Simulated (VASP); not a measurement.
Input of a VASP 6.6.1 run:

File INCAR:

```
SYSTEM = SbBr
ALGO = Normal
EDIFF = 1E-6
ENCUT = 520
GGA = PE
ISIF = 2
ISMEAR = 0
LASPH = .True.
LCHARG = .False.
LREAL = .False.
LWAVE = .False.
NBANDS = 13
NELM = 60
PREC = Accurate
SIGMA = 0.1
```

KPOINTS

```
k-points
0
Gamma
  4 4 4
  0 0 0
```

POSCAR

```
SbBr
1.0
    0.0000000000      3.3404115100      3.3404115100
    3.3404115100      0.0000000000      3.3404115100
    3.3404115100      3.3404115100      0.0000000000
Sb Br
1 1
Direct
    0.0000000000      0.0000000000      0.0000000000
    0.7500000000      0.7500000000      0.7500000000
```

Potentials or basis: VASP PAW PBE potentials, release 64 (Sb, Br).

The run is started by

```bash
$ cat potpaw_PBE.64/Sb/POTCAR potpaw_PBE.64/Br/POTCAR > POTCAR
$ mpirun -np 1 vasp_std > vasp.out
```

(1) Predict the band gap on the k mesh.

(2) Estimate the pressure.

## Answers

(1) zero (band 6 reaches 3.97 eV, above the bottom of band 7 at 3.30 eV).

(2) 5.1 GPa.

Caveat: the k points lie up to 0.41 Å⁻¹ apart; spin-orbit coupling is left out, which moves the levels of the heavy elements.
